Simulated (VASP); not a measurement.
A run of VASP 6.6.1:

INCAR

```
ALGO = Normal ; EDIFF = 1E-6
EDIFFG = -0.04 ; ENCUT = 600
GGA = PE ; IBRION = 2
ISIF = 3 ; ISMEAR = 0
LASPH = True ; LCHARG = False
LREAL = False ; LWAVE = False
NELM = 100 ; NSW = 90
PREC = Accurate ; SIGMA = 0.1
```

The input KPOINTS:

```
k-points
0
Gamma
  6 6 6
```

Contents of POSCAR:

```
WSe
1.0
    1.8702341900      1.0797802100      3.0813784500
   -1.8702341900      1.0797802100      3.0813784500
    0.0000000000     -2.1595604200      3.0813784500
W Se
1 1
Direct
    0.5000000000      0.5000000000      0.5000000000
    0.0000000000      0.0000000000      0.0000000000
```

Potentials or basis: VASP PAW PBE potentials, release 64 (W_sv, Se).

Launch:

```console
$ cat potpaw_PBE.64/W_sv/POTCAR potpaw_PBE.64/Se/POTCAR > POTCAR
$ mpirun -np 1 vasp_std > vasp.out
```

Hardware: 1 thread of Intel Xeon 8259CL (shared host).

Q: How long does it take, and how much memory?

A: Run time: 6.9 min on 1 thread of Intel Xeon 8259CL (shared host), peak memory 0.19 GiB. Counts: scf iterations 127, k points 32, ion steps 17.
